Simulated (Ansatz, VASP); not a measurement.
# HgTe in VASP and in Ansatz

The input POSCAR:

```
HgTe
1.0
    0.0000000000      3.2891578863      3.2891578863
    3.2891578863      0.0000000000      3.2891578863
    3.2891578863      3.2891578863      0.0000000000
Hg Te
1 1
Direct
    0.0000000000      0.0000000000      0.0000000000
    0.2500000000      0.2500000000      0.2500000000
```

Contents of INCAR.step1:

```
ALGO = Normal
EDIFF = 1E-4
ENCUT = 520
GGA = PE
GGA_COMPAT = False
ISMEAR = -1
LASPH = True
LCHARG = False
LREAL = False
LSORBIT = True
LWAVE = True
MAGMOM = 0 0 0 0 0 0
NBANDS = 30
NELM = 150
PREC = Accurate
SIGMA = 0.02
```

INCAR.step2

```
ALGO = Normal
EDIFF = 1E-6
ENCUT = 520
GGA_COMPAT = False
ISIF = 2
ISMEAR = -1
ISTART = 1
LASPH = True
LCHARG = False
LMIXTAU = True
LORBIT = 11
LORBMOM = True
LREAL = False
LSORBIT = True
LWAVE = False
MAGMOM = 0 0 0 0 0 0
METAGGA = R2SCAN
NBANDS = 30
NELM = 150
PREC = Accurate
SIGMA = 0.02
```

The input KPOINTS:

```
k-points
0
Gamma
  6 6 6
```

Input for Ansatz:

```yaml
crystal:
  lattice:
    - [0.0, 3.2891578863, 3.2891578863]
    - [3.2891578863, 0.0, 3.2891578863]
    - [3.2891578863, 3.2891578863, 0.0]
  atoms:
    - { symbol: Hg, position: [0.0, 0.0, 0.0] }
    - { symbol: Te, position: [0.25, 0.25, 0.25] }
kpoints:
  mp_grid: { grid: [6, 6, 6] }
  band_path:
    path:
      - [0.0, 0.0, 0.0]
      - [-0.5, -0.5, 0.0]
      - [-0.375, -0.375, 0.25]
      - [-0.375, 0.0, 0.375]
      - [0.0, 0.0, 0.5]
      - [-0.5, -0.25, 0.25]
    npoints: 1
hamiltonian:
  xc: r2scan
scf:
  occupations: { method: fermi_dirac, width: 0.02 }
  n_extra_bands: 8
magnetization:
  noncollinear: true
  spin_orbit: true
output:
  forces: true
  stress: true
  eigenvalues: true
  write_density: true
  write_potential: true
  elf: true
  volumetric_format: npy
```

Alike in both runs: task single point; functional r2SCAN; k mesh 6 × 6 × 6; occupations fermi-dirac, width 0.02 eV; non-collinear spin, spin-orbit coupling.

|  | VASP | Ansatz |
| --- | --- | --- |
| version | VASP 6.6.1 | Ansatz 0.2.0 |
| potentials or method | VASP PAW PBE potentials, release 64 (Hg, Te) | plane waves, PAW |
| plane-wave cutoff (eV) | 520 | 500 |
| valence electrons in the cell | 18 | 36 |

Ansatz gave:

```
pressure (GPa) : -0.5
```

Q: Which values does VASP return?

A: Pressure (GPa): -0.2.

VASP's potentials were made for PBE, not for r2SCAN. VASP's potentials hold 18 valence electrons a cell and Ansatz's 36, so a difference there can come from the potentials and not from the codes.
